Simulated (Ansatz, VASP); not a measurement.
## Two plane-wave programs on ZnS

POSCAR

```
ZnS
1.0
    0.0000000000      2.7375567091      2.7375567091
    2.7375567091      0.0000000000      2.7375567091
    2.7375567091      2.7375567091      0.0000000000
Zn S
1 1
Direct
    0.7500000000      0.7500000000      0.7500000000
    0.0000000000      0.0000000000      0.0000000000
```

INCAR.step1

```
ALGO = Normal
EDIFF = 1E-4
ENCUT = 520
GGA = PE
ISMEAR = -1
LASPH = True
LCHARG = False
LREAL = False
LWAVE = True
NBANDS = 16
NELM = 100
PREC = Accurate
SIGMA = 0.05
```

File INCAR.step2:

```
ALGO = Normal
EDIFF = 1E-6
ENCUT = 520
ISIF = 2
ISMEAR = -1
ISTART = 1
LASPH = True
LCHARG = False
LMIXTAU = True
LREAL = False
LWAVE = False
METAGGA = R2SCAN
NBANDS = 16
NELM = 100
PREC = Accurate
SIGMA = 0.05
```

File KPOINTS:

```
k-points
0
Gamma
  9 9 9
```

The input input.yaml:

```yaml
crystal:
  lattice:
    - [0.0, 2.7375567091, 2.7375567091]
    - [2.7375567091, 0.0, 2.7375567091]
    - [2.7375567091, 2.7375567091, 0.0]
  atoms:
    - { symbol: Zn, position: [0.75, 0.75, 0.75] }
    - { symbol: S, position: [0.0, 0.0, 0.0] }
hamiltonian:
  xc: r2scan
  pseudopotentials: { kind: paw }
kpoints:
  mp_grid: { grid: [9, 9, 9] }
scf:
  occupations: { method: fermi_dirac, width: 0.05 }
output:
  forces: true
  stress: true
  eigenvalues: true
```

Alike in both runs: task single point; functional r2SCAN; k mesh 9 × 9 × 9; occupations fermi-dirac, width 0.05 eV; no spin polarisation.

|  | VASP | Ansatz |
| --- | --- | --- |
| version | VASP 6.6.1 | Ansatz 0.2.0 |
| potentials or method | VASP PAW PBE potentials, release 64 (Zn, S) | Ansatz PAW |
| plane-wave cutoff (eV) | 520 | 500 |
| valence electrons in the cell | 18 | 18 |

```csv
,VASP,Ansatz,Ansatz less VASP
gap on the k mesh at the Fermi level (eV),2.49,2.49,-0.007
least direct gap on the mesh (eV),2.49,2.49,-0.007
pressure (GPa),-3.3,-3.4,-0.02
```

VASP's potentials were made for PBE, not for r2SCAN.

Noted on Ansatz's run: odd divisions of the mesh miss points on the zone boundary, where band edges often lie, so the gap on the mesh can be too wide.
